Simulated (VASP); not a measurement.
# Be2S3 in VASP: a series of runs

Runs on Be2S3. Level: PBE. Tasks: single point, relaxation of cell and atoms.

Program: VASP 6.6.1. These are calculated values, not measurements. Logs are shortened: lines on timing, memory, paths and dates and some standing lists are left out, and cuts for length are marked.

**1. The cell of the first run**

The typed cell holds 10 atoms: a = 3.520 Å, b = 6.500 Å, c = 7.042 Å, α = 91.89°, β = 95.67°, γ = 91.90°.

**2. Single point, PBE**

File INCAR:

```
SYSTEM = Be2S3
PREC = Accurate
ENCUT = 520
EDIFF = 1E-7
ISMEAR = 0
SIGMA = 0.1
LREAL = .False.
LASPH = .True.
NELM = 80
ALGO = Normal
ISIF = 2
LWAVE = .False.
LCHARG = .True.
GGA = PE
LELF = .True.
LVHAR = .True.
NBANDS = 33
```

File KPOINTS:

```
regular mesh
0
Gamma
  4 2 2
  0 0 0
```

File POSCAR:

```
Be2S3
1.0
    2.3632618585      2.6093132124      0.0058571675
   -0.3367575817     -0.0008145094      6.4917078918
    4.7271567120     -5.2193268017      0.0126002038
Be S
4 6
Direct
    0.9486149971      0.8111965579      0.2482277498
    0.9487740673      0.8112040851      0.7482474790
    0.5036789487      0.1888305813      0.0256759123
    0.5034952236      0.1888042977      0.5256352229
    0.4333328522      0.6434087127      0.1892859314
    0.4335039783      0.6434239728      0.6893182677
    0.6214091378      0.3565962724      0.2832780683
    0.6213683263      0.3565548276      0.7832370897
    0.9929740611      0.0000000640      0.0035568483
    0.9928484077     -0.0000193715      0.5035374306
```

Potentials or basis: VASP PAW PBE potentials, release 64 (Be, S).

The run is started by

```console
> cat potpaw_PBE.64/Be/POTCAR potpaw_PBE.64/S/POTCAR > POTCAR
> mpirun -np 1 vasp_std > vasp.out
```

OUTCAR:

```text
SYSTEM = Be2S3
   PREC = Accurate
   ENCUT = 520
   EDIFF = 1E-7
   ISMEAR = 0
   LREAL = .False.
   LASPH = .True.
   NELM = 80
   ISIF = 2
   GGA = PE

 ion  position               nearest neighbor table
   1  0.949  0.811  0.248-   5 2.08   5 2.12  10 2.13   9 2.16
   2  0.949  0.811  0.748-   6 2.08   6 2.12   9 2.13  10 2.16
   3  0.504  0.189  0.026-   7 2.08   8 2.12   9 2.13   9 2.16
   4  0.503  0.189  0.526-   8 2.08   7 2.12  10 2.13  10 2.16
   5  0.433  0.643  0.189-   1 2.08   7 2.10   1 2.12
   6  0.434  0.643  0.689-   2 2.08   8 2.10   2 2.12
   7  0.621  0.357  0.283-   3 2.08   5 2.10   4 2.12
   8  0.621  0.357  0.783-   4 2.08   6 2.10   3 2.12
   9  0.993  0.000  0.004-   3 2.13   2 2.13   1 2.16   3 2.16
  10  0.993  1.000  0.504-   4 2.13   1 2.13   2 2.16   4 2.16

  LATTYP: Found a triclinic cell.
 ALAT       =    10.1918515362
 B/A-ratio  =     1.3325802647
 C/A-ratio  =     0.6909286480
 COS(alpha) =     0.0059018098
 COS(beta)  =     0.6778113939
 COS(gamma) =     0.7206258841

  Lattice vectors:

 A1 = (  -7.4271761522,   2.6091990799,   6.4732505205)
 A2 = (  -3.0367770219,  -2.6109422312,  12.9775586161)
 A3 = (  -4.7271567120,   5.2193268017,  -0.0126002038)

Analysis of symmetry for initial positions (statically):
=====================================================================
 Subroutine PRICEL returns:
 Original cell was already a primitive cell.

 Routine SETGRP: Setting up the symmetry group for a
 triclinic supercell.

 Subroutine GETGRP returns: Found  1 space group operations
 (whereof  1 operations were pure point group operations)
 out of a pool of  2 trial point group operations.

The static configuration has the point symmetry C_1 .

Analysis of symmetry for dynamics (positions and initial velocities):
=====================================================================
 Subroutine PRICEL returns:
 Original cell was already a primitive cell.

 Routine SETGRP: Setting up the symmetry group for a
 triclinic supercell.

 Subroutine GETGRP returns: Found  1 space group operations
 (whereof  1 operations were pure point group operations)
 out of a pool of  2 trial point group operations.

The dynamic configuration has the point symmetry C_1 .

 Subroutine INISYM returns: Found  1 space group operations
 (whereof  1 operations are pure point group operations),
 and found     1 'primitive' translations

----------------------------------------------------------------------------------------

                                     Primitive cell

  volume of cell :     160.1670

  direct lattice vectors                    reciprocal lattice vectors
     2.363261859  2.609313212  0.005857167     0.211543728  0.191622208  0.010997881
    -0.336757582 -0.000814509  6.491707892    -0.000396139  0.000013048  0.154022119
     4.727156712 -5.219326802  0.012600204     0.105757732 -0.095797345  0.005474167

  length of vectors
     3.520448318  6.500436730  7.041842203     0.285640986  0.154022629  0.142799845

  position of ions in fractional coordinates (direct lattice)
     0.948614997  0.811196558  0.248227750
     0.948774067  0.811204085  0.748247479
     0.503678949  0.188830581  0.025675912
     0.503495224  0.188804298  0.525635223
     0.433332852  0.643408713  0.189285931
     0.433503978  0.643423973  0.689318268
     0.621409138  0.356596272  0.283278068
     0.621368326  0.356554828  0.783237090
     0.992974061  0.000000064  0.003556848
     0.992848408  0.999980628  0.503537431

  ion indices of the primitive-cell ions
   primitive index   ion index
                 1           1
                 2           2
                 3           3
                 4           4
                 5           5
                 6           6
                 7           7
                 8           8
                 9           9
                10          10

----------------------------------------------------------------------------------------

 KPOINTS: regular mesh

Automatic generation of k-mesh.
 Grid dimensions read from file:
 generate k-points for:    4    2    2

 Generating k-lattice:

  Cartesian coordinates                     Fractional coordinates (reciprocal lattice)
     0.052885932  0.047905552  0.002749470     0.250000000  0.000000000 -0.000000000
    -0.000198069  0.000006524  0.077011060     0.000000000  0.500000000  0.000000000
     0.052878866 -0.047898673  0.002737083     0.000000000  0.000000000  0.500000000

  Length of vectors
     0.071410247  0.077011315  0.071399923

  Shift w.r.t. Gamma in fractional coordinates (k-lattice)
     0.000000000  0.000000000  0.000000000

 Subroutine IBZKPT returns following result:
 ===========================================

 Found     12 irreducible k-points:

 Following reciprocal coordinates:
            Coordinates               Weight
  0.000000  0.000000  0.000000      1.000000
  0.250000  0.000000 -0.000000      2.000000
  0.500000  0.000000 -0.000000      1.000000
 -0.000000  0.500000  0.000000      1.000000
  0.250000  0.500000  0.000000      2.000000
  0.500000  0.500000  0.000000      1.000000
  0.000000  0.000000  0.500000      1.000000
  0.250000  0.000000  0.500000      2.000000
  0.500000  0.000000  0.500000      1.000000
  0.000000  0.500000  0.500000      1.000000
  0.250000  0.500000  0.500000      2.000000
  0.500000  0.500000  0.500000      1.000000
   k-points           NKPTS =     12   k-points in BZ     NKDIM =     12   number of bands    NBANDS=     33
   number of dos      NEDOS =    301   number of ions     NIONS =     10
   total plane-waves  NPLWV =  72576
   dimension x,y,z NGX =    28 NGY =   48 NGZ =   54
   dimension x,y,z NGXF=    56 NGYF=   96 NGZF=  108
   ions per type =               4   6
   NGX,Y,Z   is equivalent  to a cutoff of  13.22, 12.28, 12.75 a.u.
   NGXF,Y,Z  is equivalent  to a cutoff of  26.44, 24.55, 25.50 a.u.
 SYSTEM =  Be2S3
   PREC   = accura    normal or accurate (medium, high low for compatibility)
   ISTART =      0    job   : 0-new  1-cont  2-samecut
   ICHARG =      2    charge: 1-file 2-atom 10-const
   ISPIN  =      1    spin polarized calculation?
   LNONCOLLINEAR =      F non collinear calculations
   LSORBIT =      F    spin-orbit coupling
   LASPH  =      T    aspherical Exc in radial PAW
   ENCUT  =  520.0 eV  38.22 Ry    6.18 a.u.   6.55 12.09 13.09*2*pi/ulx,y,z
   NELM   =     80;   NELMIN=  2; NELMDL= -5     # of ELM steps
   EDIFF  = 0.1E-06   stopping-criterion for ELM
   LREAL  =      F    real-space projection
   EDIFFG = 0.1E-05   stopping-criterion for IOM
   NSW    =      0    number of steps for IOM
   IBRION =     -1    ionic relax: 0-MD 1-quasi-New 2-CG
   NFREE  =      0    steps in history (QN), initial steepest desc. (CG)
   ISIF   =      2    stress and relaxation
   ISYM   =      2    0-nonsym 1-usesym 2-fastsym
   POTIM  = 0.5000    time-step for ionic-motion
   TEBEG  =    0.0;   TEEND  =   0.0 temperature during run
   PSTRESS=    0.0 pullay stress
   NELECT =      44.0000    total number of electrons
   NUPDOWN=      -1.0000    fix difference up-down
   EMIN   =  10.00;   EMAX   =-10.00  energy-range for DOS
   EFERMI =   0.00;   METHOD = LEGACY
   ISMEAR =     0;   SIGMA  =   0.10  broadening in eV -4-tet -1-fermi 0-gaus
   EFERMI_NEDOS =   21; number of points for ismear=-14 and -15
   IALGO  =     38    algorithm
   IMIX   =      4    mixing-type and parameters
     AMIX     =   0.40;   BMIX     =  1.00
     AMIX_MAG =   1.60;   BMIX_MAG =  1.00
  volume/ion in A,a.u.               =      16.02       108.09
  Fermi-wavevector in a.u.,A,eV,Ry     =   1.064228  2.011099 15.409702  1.132581
  Thomas-Fermi vector in A             =   2.199739
   LORBIT       =      0    0 simple, 1 ext, 2 COOP (PROOUT), +10 PAW based schemes
   GGA     = PE    functional components
   LHFCALC =     F    Hartree Fock is set to
   AEXX    =    0.0000 exact exchange contribution
   IVDW    =     0    specifies the selected vdW correction
   LEPSILON=     F    determine dielectric tensor
   LRPA    =     F    only Hartree local field effects (RPA)
 non-spin polarized calculation
 Gauss-broadening in eV      SIGMA  =   0.10
  energy-cutoff  :      520.00
  volume of cell :      160.17
 maximum number of plane-waves:      4325
 NGX is ok and might be reduce to    28
   NGX = 13   NGY = 25   NGZ = 27

 number of electron      43.9999996 magnetization

 Free energy of the ion-electron system (eV)
  ---------------------------------------------------
  ext. energy  EPLUGINS =         0.00000000
  ---------------------------------------------------
  free energy    TOTEN  =       -46.22178681 eV

  energy without entropy =      -46.22178681  energy(sigma->0) =      -46.22178681

 E-fermi :   4.4472     XC(G=0):  -9.5199

 val. band max:        3.9849345657   @ k =   0.0000   0.0000   0.0000
 cond. band min:       5.3602479078   @ k =   0.5000   0.5000   0.0000
 fundamental gap:      1.3753133422
 Fermi energy:         4.4472478626

 k-point     1 :       0.0000    0.0000    0.0000
  band No.  band energies     occupation
      1     -10.8090      2.00000
      2     -10.1516      2.00000
      3      -8.7581      2.00000
      4      -8.4873      2.00000
      5      -7.2253      2.00000
      6      -6.6922      2.00000
[... 25 lines left out ...]
     32      10.1084      0.00000
     33      10.5132      0.00000

 k-point     2 :       0.2500    0.0000   -0.0000
  band No.  band energies     occupation
      1     -10.5161      2.00000
      2      -9.9499      2.00000
      3      -8.6008      2.00000
      4      -8.2194      2.00000
      5      -6.9871      2.00000
      6      -6.5569      2.00000
[... 25 lines left out ...]
     32      11.2579      0.00000
     33      11.5019      0.00000
[... 322 lines left out ...]
     32      11.1997      0.00000
     33      11.3176      0.00000

 k-point    12 :       0.5000    0.5000    0.5000
  band No.  band energies     occupation
      1      -9.9277      2.00000
      2      -9.9275      2.00000
      3      -8.2063      2.00000
      4      -8.2061      2.00000
      5      -6.6994      2.00000
      6      -6.6992      2.00000
[... 25 lines left out ...]
     32      11.4320      0.00000
     33      11.8786      0.00000

------------------------ aborting loop because EDIFF is reached ----------------------------------------

  FORCE on cell =-STRESS in cart. coord.  units (eV):
  Direction    XX          YY          ZZ          XY          YZ          ZX
  --------------------------------------------------------------------------------------
  -------------------------------------------------------------------------------------
  Total       -0.1093216      0.0092347     -0.3450536      0.0084239      0.0122893      0.1862618
  in kB       -1.0935615      0.0923766     -3.4516282      0.0842658      0.1229322      1.8632073
  external PRESSURE =      -1.4842710 kB  Pullay stress =       0.0000000 kB

 VOLUME and BASIS-vectors are now :
 -----------------------------------------------------------------------------
  energy-cutoff  :      520.00
  volume of cell :      160.17
      direct lattice vectors                 reciprocal lattice vectors
     2.363261859  2.609313212  0.005857167     0.211543728  0.191622208  0.010997881
    -0.336757582 -0.000814509  6.491707892    -0.000396139  0.000013048  0.154022119
     4.727156712 -5.219326802  0.012600204     0.105757732 -0.095797345  0.005474167

 POSITION                                       TOTAL-FORCE (eV/Angst)
 -----------------------------------------------------------------------------------
      3.14206      1.17899      5.27474        -0.000847     -0.002623      0.004729
      5.50611     -1.43036      5.28109        -0.001239     -0.002986      0.004658
      1.24811      1.18009      1.22911         0.000264     -0.002733     -0.005723
      3.61107     -1.42984      1.23523         0.001258     -0.002277     -0.005435
      1.70219      0.14223      4.18174         0.043785      0.005257     -0.094781
      4.06632     -2.46715      4.18815         0.043184      0.004878     -0.095032
      2.68757      0.14264      2.32213        -0.043549      0.004976      0.094887
      5.05087     -2.46692      2.32816        -0.042941      0.004626      0.095408
      2.36347      2.57242      0.00586         0.000176     -0.004487      0.000593
      4.38991     -0.03829      6.50374        -0.000090     -0.004630      0.000696
 -----------------------------------------------------------------------------------
    total drift:                                0.000043      0.000263     -0.000055

  FREE ENERGIE OF THE ION-ELECTRON SYSTEM (eV)
  ---------------------------------------------------
  free  energy   TOTEN  =       -46.2217868076 eV

  energy  without entropy=      -46.2217868076  energy(sigma->0) =      -46.22178681
```

It took 69 s on 1 thread of Intel Xeon Platinum 8259CL at 2.50GHz (Skylake/Cascade Lake), shared host; peak memory 0.26 GiB.

Results:

| Property | Result |
| --- | --- |
| Free energy | -46.2218 eV |
| Pressure | -0.1 GPa |
| Largest force | 0.105 eV/Å |
| Band gap on the k mesh | 1.38 eV |

Forces on the atoms (eV/Å):
```
Be  -0.001 -0.003  0.005
Be  -0.001 -0.003  0.005
Be   0.000 -0.003 -0.006
Be   0.001 -0.002 -0.005
S    0.044  0.005 -0.095
S    0.043  0.005 -0.095
S   -0.044  0.005  0.095
S   -0.043  0.005  0.095
S    0.000 -0.004  0.001
S    0.000 -0.005  0.001
```

Levels at points of the mesh, in eV from the valence-band top:
```
           k point  band 18  band 19  band 20  band 21  band 22  band 23  band 24  band 25  band 26  band 27
(0.00, 0.00, 0.00)    -1.33    -0.56    -0.55    -0.51     0.00     2.27     3.29     3.88     4.56     4.63
(0.50, 0.00, 0.00)    -1.91    -1.89    -1.52    -0.51     0.00     2.27     2.98     3.30     4.63     4.87
(0.00, 0.50, 0.00)    -1.52    -1.19    -0.17    -0.14    -0.03     2.08     3.56     3.84     4.42     4.79
(0.50, 0.50, 0.00)    -1.96    -1.52    -1.38    -1.02    -0.17     1.38     3.56     3.89     4.64     5.07
(0.00, 0.00, 0.50)    -1.34    -0.68    -0.68    -0.24    -0.24     3.11     3.11     4.33     4.33     5.15
(0.50, 0.00, 0.50)    -2.58    -1.17    -1.17    -0.81    -0.81     2.56     2.56     4.70     4.70     5.42
(0.00, 0.50, 0.50)    -1.75    -0.75    -0.75    -0.05    -0.05     2.97     2.97     4.55     4.55     5.02
(0.50, 0.50, 0.50)    -2.58    -1.48    -1.48    -0.81    -0.81     2.52     2.52     4.60     4.60     5.39
```

Caveat: the k points lie up to 0.48 Å⁻¹ apart. A k mesh can miss the band edges.

(Part 1 of 3 ends here.)
